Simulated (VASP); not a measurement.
# SiC (F-43m) in VASP: single point with HF

Aim: the single point of SiC with HF.

Everything below comes from runs of VASP 6.6.1. Logs are shortened: lines on timing, memory, paths and dates and some standing lists are left out, and cuts for length are marked.

## (1) The cell of the first run

It takes space group F-43m (No. 216, cubic). The conventional cell has a = 4.356 Å, b = 4.356 Å, c = 4.356 Å, α = 90.00°, β = 90.00°, γ = 90.00°. Si (site symmetry -43m) has 4 C at 1.89 Å within 2.5 Å. Within 2.5 Å of C (site symmetry -43m) lie 4 Si at 1.89 Å.

## (2) Single point, HF

Input file POSCAR:

```
SiC
1.0
    0.0000000000      2.1780523525      2.1780523525
    2.1780523525      0.0000000000      2.1780523525
    2.1780523525      2.1780523525      0.0000000000
Si C
1 1
Direct
    0.0000000000      0.0000000000      0.0000000000
    0.2500000000      0.2500000000      0.2500000000
```

Input file INCAR.step1:

```
PREC = Accurate
ENCUT = 1000
EDIFF = 1E-5
ISMEAR = 0
SIGMA = 0.01
LREAL = F
LASPH = T
NELM = 120
ALGO = Normal
ISIF = 2
LWAVE = T
NBANDS = 11
GGA = PE
GGA_COMPAT = F
```

Input file INCAR.step2:

```
PREC = Accurate
ENCUT = 1000
EDIFF = 1E-6
ISMEAR = 0
SIGMA = 0.01
LREAL = F
LASPH = T
NELM = 120
ALGO = Normal
ISIF = 2
LWAVE = F
LCHARG = T
GGA = PE
LHFCALC = T
AEXX = 1.0
ALDAC = 0.0
AGGAC = 0.0
PRECFOCK = Normal
LELF = T
LVHAR = T
NBANDS = 11
ISTART = 1
GGA_COMPAT = F
```

Input file KPOINTS:

```
regular mesh
0
Gamma
  8 8 8
```

Potentials or basis: VASP PAW PBE potentials, release 64 (Si, C_h).

The run is started by

```sh
$ cat potpaw_PBE.64/Si/POTCAR potpaw_PBE.64/C_h/POTCAR > POTCAR
$ cp INCAR.step1 INCAR
$ mpirun -np 1 vasp_std > vasp.out
$ cp INCAR.step2 INCAR
$ mpirun -np 1 vasp_std > vasp.out
```

OUTCAR:

```text
PREC = Accurate
   ENCUT = 1000
   EDIFF = 1E-6
   ISMEAR = 0
   LREAL = F
   LASPH = T
   NELM = 120
   ISIF = 2
   GGA = PE
   LHFCALC = T
   AEXX = 1.0
   PRECFOCK = Normal
   ISTART = 1

 ion  position               nearest neighbor table
   1  0.000  0.000  0.000-   2 1.89   2 1.89   2 1.89   2 1.89
   2  0.250  0.250  0.250-   1 1.89   1 1.89   1 1.89   1 1.89

  LATTYP: Found a face centered cubic cell.
 ALAT       =     4.3561047050

  Lattice vectors:

 A1 = (   0.0000000000,   2.1780523525,   2.1780523525)
 A2 = (   2.1780523525,   0.0000000000,   2.1780523525)
 A3 = (   2.1780523525,   2.1780523525,   0.0000000000)

Analysis of symmetry for initial positions (statically):
=====================================================================
 Subroutine PRICEL returns:
 Original cell was already a primitive cell.

 Routine SETGRP: Setting up the symmetry group for a
 face centered cubic supercell.

 Subroutine GETGRP returns: Found 24 space group operations
 (whereof 24 operations were pure point group operations)
 out of a pool of 48 trial point group operations.

The static configuration has the point symmetry T_d .

Analysis of symmetry for dynamics (positions and initial velocities):
=====================================================================
 Subroutine PRICEL returns:
 Original cell was already a primitive cell.

 Routine SETGRP: Setting up the symmetry group for a
 face centered cubic supercell.

 Subroutine GETGRP returns: Found 24 space group operations
 (whereof 24 operations were pure point group operations)
 out of a pool of 48 trial point group operations.

The dynamic configuration has the point symmetry T_d .

 Subroutine INISYM returns: Found 24 space group operations
 (whereof 24 operations are pure point group operations),
 and found     1 'primitive' translations

----------------------------------------------------------------------------------------

                                     Primitive cell

  volume of cell :      20.6650

  direct lattice vectors                    reciprocal lattice vectors
     0.000000000  2.178052352  2.178052352    -0.229562893  0.229562893  0.229562893
     2.178052352  0.000000000  2.178052352     0.229562893 -0.229562893  0.229562893
     2.178052352  2.178052352  0.000000000     0.229562893  0.229562893 -0.229562893

  length of vectors
     3.080231176  3.080231176  3.080231176     0.397614595  0.397614595  0.397614595

  position of ions in fractional coordinates (direct lattice)
     0.000000000  0.000000000  0.000000000
     0.250000000  0.250000000  0.250000000

  ion indices of the primitive-cell ions
   primitive index   ion index
                 1           1
                 2           2

----------------------------------------------------------------------------------------

 KPOINTS: regular mesh

Automatic generation of k-mesh.
 Grid dimensions read from file:
 generate k-points for:    8    8    8

 Generating k-lattice:

  Cartesian coordinates                     Fractional coordinates (reciprocal lattice)
    -0.028695362  0.028695362  0.028695362     0.125000000  0.000000000  0.000000000
     0.028695362 -0.028695362  0.028695362     0.000000000  0.125000000  0.000000000
     0.028695362  0.028695362 -0.028695362     0.000000000  0.000000000  0.125000000

  Length of vectors
     0.049701824  0.049701824  0.049701824

  Shift w.r.t. Gamma in fractional coordinates (k-lattice)
     0.000000000  0.000000000  0.000000000

 Subroutine IBZKPT returns following result:
 ===========================================

 Found     29 irreducible k-points:

 Following reciprocal coordinates:
            Coordinates               Weight
  0.000000  0.000000  0.000000      1.000000
  0.125000  0.000000  0.000000      8.000000
  0.250000  0.000000  0.000000      8.000000
  0.375000  0.000000  0.000000      8.000000
  0.500000  0.000000  0.000000      4.000000
  0.125000  0.125000  0.000000      6.000000
[... 16 lines left out ...]
  0.500000  0.250000  0.125000     48.000000
 -0.375000  0.250000  0.125000     24.000000
 [... further k-points ...]
   k-points           NKPTS =     29   k-points in BZ     NKDIM =    512   number of bands    NBANDS=     11
   number of dos      NEDOS =    301   number of ions     NIONS =      2
   total plane-waves  NPLWV =  32768
   dimension x,y,z NGX =    32 NGY =   32 NGZ =   32
   dimension x,y,z NGXF=    64 NGYF=   64 NGZF=   64
   ions per type =               1   1
   NGX,Y,Z   is equivalent  to a cutoff of  17.27, 17.27, 17.27 a.u.
   NGXF,Y,Z  is equivalent  to a cutoff of  34.54, 34.54, 34.54 a.u.
 SYSTEM =  unknown system
   PREC   = accura    normal or accurate (medium, high low for compatibility)
   ISTART =      1    job   : 0-new  1-cont  2-samecut
   ICHARG =      0    charge: 1-file 2-atom 10-const
   ISPIN  =      1    spin polarized calculation?
   LNONCOLLINEAR =      F non collinear calculations
   LSORBIT =      F    spin-orbit coupling
   LASPH  =      T    aspherical Exc in radial PAW
   ENCUT  = 1000.0 eV  73.50 Ry    8.57 a.u.   7.94  7.94  7.94*2*pi/ulx,y,z
   NELM   =    120;   NELMIN=  2; NELMDL=  0     # of ELM steps
   EDIFF  = 0.1E-05   stopping-criterion for ELM
   LREAL  =      F    real-space projection
   EDIFFG = 0.1E-04   stopping-criterion for IOM
   NSW    =      0    number of steps for IOM
   IBRION =     -1    ionic relax: 0-MD 1-quasi-New 2-CG
   NFREE  =      0    steps in history (QN), initial steepest desc. (CG)
   ISIF   =      2    stress and relaxation
   ISYM   =      3    0-nonsym 1-usesym 2-fastsym
   POTIM  = 0.5000    time-step for ionic-motion
   TEBEG  =    0.0;   TEEND  =   0.0 temperature during run
   PSTRESS=    0.0 pullay stress
   NELECT =       8.0000    total number of electrons
   NUPDOWN=      -1.0000    fix difference up-down
   EMIN   =  10.00;   EMAX   =-10.00  energy-range for DOS
   EFERMI =   0.00;   METHOD = LEGACY
   ISMEAR =     0;   SIGMA  =   0.01  broadening in eV -4-tet -1-fermi 0-gaus
   EFERMI_NEDOS =   21; number of points for ismear=-14 and -15
   IALGO  =     38    algorithm
   IMIX   =      1    mixing-type and parameters
     AMIX     =   0.40;   BMIX     =  1.00
     AMIX_MAG =   1.60;   BMIX_MAG =  1.00
  volume/ion in A,a.u.               =      10.33        69.73
  Fermi-wavevector in a.u.,A,eV,Ry     =   1.193145  2.254717 19.369182  1.423595
  Thomas-Fermi vector in A             =   2.329166
   LORBIT       =      0    0 simple, 1 ext, 2 COOP (PROOUT), +10 PAW based schemes
   GGA     = PE    functional components
   LHFCALC =     T    Hartree Fock is set to
   PRECFOCK=normal    Normal, Fast or Accurate (Low or Medium for compatibility)
   ENCUT4O =  -1.0   cutoff for four orbital integrals eV
   NKREDX  =     1    reduce k-point grid by
   NKREDY  =     1    reduce k-point grid by
   NKREDZ  =     1    reduce k-point grid by
   AEXX    =    1.0000 exact exchange contribution
   HFSCREEN=    0.0000 screening length (either q_TF or 0.3 A-1)
   HFSCREENC=   0.0000 screening length for correlation (either q_TF or 0.3 A-1)
   ENCUTFOCK=  -1.0 apply spherical cutoff to Coloumb kernel
   IVDW    =     0    specifies the selected vdW correction
   LEPSILON=     F    determine dielectric tensor
   LRPA    =     F    only Hartree local field effects (RPA)
 non-spin polarized calculation
 Gauss-broadening in eV      SIGMA  =   0.01
  energy-cutoff  :     1000.00
  volume of cell :       20.66
 maximum number of plane-waves:      1524
  NGX = 24; NGY = 24; NGZ = 24

 number of electron       8.0000000 magnetization

 Free energy of the ion-electron system (eV)
  ---------------------------------------------------
  ext. energy  EPLUGINS =         0.00000000
  ---------------------------------------------------
  free energy    TOTEN  =       -25.68347221 eV

  energy without entropy =      -25.68347221  energy(sigma->0) =      -25.68347221

 E-fermi :   5.6932     XC(G=0):   0.0000

 val. band max:        5.6505107080   @ k =   0.0000   0.0000   0.0000
 cond. band min:      14.3708872135   @ k =   0.5000   0.5000   0.0000
 fundamental gap:      8.7203765056
 Fermi energy:         5.6932355669

 k-point     1 :       0.0000    0.0000    0.0000
  band No.  band energies     occupation
      1     -15.8696      2.00000
      2       5.6505      2.00000
      3       5.6505      2.00000
      4       5.6505      2.00000
      5      20.8349      0.00000
      6      21.6079      0.00000
      7      21.6079      0.00000
      8      21.6079      0.00000
      9      30.0331      0.00000
     10      30.0331      0.00000
     11      31.9082      0.00000

 k-point     2 :       0.1250    0.0000    0.0000
  band No.  band energies     occupation
      1     -15.4647      2.00000
      2       3.7283      2.00000
      3       5.3852      2.00000
      4       5.3852      2.00000
      5      20.8349      0.00000
      6      22.0964      0.00000
      7      22.0964      0.00000
      8      22.5780      0.00000
      9      28.4980      0.00000
     10      28.4980      0.00000
     11      31.4321      0.00000

 k-point     3 :       0.2500    0.0000    0.0000
  band No.  band energies     occupation
      1     -14.2851      2.00000
      2      -0.1382      2.00000
      3       4.8285      2.00000
      4       4.8285      2.00000
      5      20.1773      0.00000
      6      22.4297      0.00000
      7      22.4297      0.00000
      8      24.6853      0.00000
      9      28.3777      0.00000
     10      28.3777      0.00000
     11      30.4616      0.00000
[... 267 lines left out ...]
 k-point    23 :       0.5000    0.2500    0.1250
  band No.  band energies     occupation
      1     -11.5787      2.00000
      2      -3.2246      2.00000
      3       0.8901      2.00000
      4       3.1407      2.00000
      5      19.2122      0.00000
      6      22.0030      0.00000
      7      24.1778      0.00000
      8      25.8086      0.00000
      9      29.4421      0.00000
     10      32.8089      0.00000
     11      35.4750      0.00000

 k-point    24 :      -0.3750    0.2500    0.1250
  band No.  band energies     occupation
      1     -10.4388      2.00000
      2      -4.8924      2.00000
      3       0.7165      2.00000
      4       2.7062      2.00000
      5      19.1194      0.00000
      6      21.6414      0.00000
      7      25.3878      0.00000
      8      26.6724      0.00000
      9      29.3305      0.00000
     10      32.4173      0.00000
     11      35.4897      0.00000

 [... further k-points ...]

------------------------ aborting loop because EDIFF is reached ----------------------------------------

  FORCE on cell =-STRESS in cart. coord.  units (eV):
  Direction    XX          YY          ZZ          XY          YZ          ZX
  --------------------------------------------------------------------------------------
  -------------------------------------------------------------------------------------
  Total        0.0765824      0.0765824      0.0765824      0.0000000      0.0000000     -0.0000000
  in kB        5.9375140      5.9375140      5.9375140      0.0000000      0.0000000     -0.0000000
  external PRESSURE =       5.9375140 kB  Pullay stress =       0.0000000 kB

 VOLUME and BASIS-vectors are now :
 -----------------------------------------------------------------------------
  energy-cutoff  :     1000.00
  volume of cell :       20.66
      direct lattice vectors                 reciprocal lattice vectors
     0.000000000  2.178052352  2.178052352    -0.229562893  0.229562893  0.229562893
     2.178052352  0.000000000  2.178052352     0.229562893 -0.229562893  0.229562893
     2.178052352  2.178052352  0.000000000     0.229562893  0.229562893 -0.229562893

 POSITION                                       TOTAL-FORCE (eV/Angst)
 -----------------------------------------------------------------------------------
      0.00000      0.00000      0.00000        -0.000000     -0.000000     -0.000000
      1.08903      1.08903      1.08903         0.000000      0.000000      0.000000
 -----------------------------------------------------------------------------------
    total drift:                               -0.000000      0.000000     -0.000000

  FREE ENERGIE OF THE ION-ELECTRON SYSTEM (eV)
  ---------------------------------------------------
  free  energy   TOTEN  =       -25.6834722056 eV

  energy  without entropy=      -25.6834722056  energy(sigma->0) =      -25.68347221
```

Wall time 36 min (1 thread of Intel Xeon Platinum 8488C (Sapphire Rapids), shared host); peak memory 0.23 GiB.

Results:

| Item | Value |
| --- | --- |
| Free energy | -25.6835 eV |
| Pressure | 0.6 GPa |
| Band gap on the k mesh | 8.72 eV (least direct gap 13.05 eV) |

Levels at points of the mesh, in eV from the valence-band top:
```
           k point  band 1  band 2  band 3  band 4  band 5  band 6  band 7  band 8
(0.00, 0.00, 0.00)  -21.52    0.00    0.00    0.00   15.18   15.96   15.96   15.96
(0.50, 0.00, 0.00)  -16.94  -11.51   -1.46   -1.46   13.87   15.84   15.84   19.71
(0.50, 0.50, 0.00)  -15.06  -10.60   -4.33   -4.33    8.72   12.19   25.16   25.16
```

Caveat: the PAW data sets were made with another functional, which shifts forces and pressure a little.
